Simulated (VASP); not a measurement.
Runs of VASP 6.6.1 on CsTaS2. The structure is that of space group P-6m2 (No. 187), or close to it. The cells are those of the table. 

```csv
task,cell,k mesh,cutoff (eV),smearing,gap on the mesh (eV),pressure (GPa),relaxed volume (Å³/atom),largest force (eV/Å)
single point,"a = 3.542, b = 3.542, c = 8.268 Å, angles 90.0, 90.0, 120.0°, 4 atoms",12 × 12 × 4,520,gaussian 0.01 eV,(c),0.2,-,0.02
relaxation of cell and atoms,"relaxed from a = 3.398, b = 3.398, c = 7.963 Å, angles 90.0, 90.0, 120.0°, 4 atoms",6 × 6 × 2,600,gaussian 0.1 eV,0.11,-0.2,22.62,0.01
single point,"a = 3.398, b = 3.398, c = 7.963 Å, angles 90.0, 90.0, 120.0°, 4 atoms",6 × 6 × 2,520,gaussian 0.1 eV,0.52,9.4,-,1.35
relaxation of cell and atoms,"relaxed from a = 3.544, b = 3.544, c = 8.274 Å, angles 90.0, 90.0, 120.0°, 4 atoms",12 × 12 × 4,600,gaussian 0.01 eV,0.11,0.0,(b),0.01
single point,"a = 3.544, b = 3.544, c = 8.274 Å, angles 90.0, 90.0, 120.0°, 4 atoms",6 × 6 × 2,520,gaussian 0.1 eV,(a),0.1,-,0.03
```

Alike in all rows: level PBE; potentials or basis VASP PAW PBE potentials, release 64 (Cs_sv, Ta_pv, S); no spin polarisation.

**Question.** Estimate the missing entries.

**Answer.** (a) 0.14; (b) 22.54; (c) 0.12.

Caveats: spin-orbit coupling is left out, which moves the levels of the heavy elements; forces of over 1 eV/Å act on the atoms, so gaps and moduli don't describe the material at rest (some runs).

A k mesh can miss the band edges, and the runs leave out spin-orbit coupling on Cs, Ta.
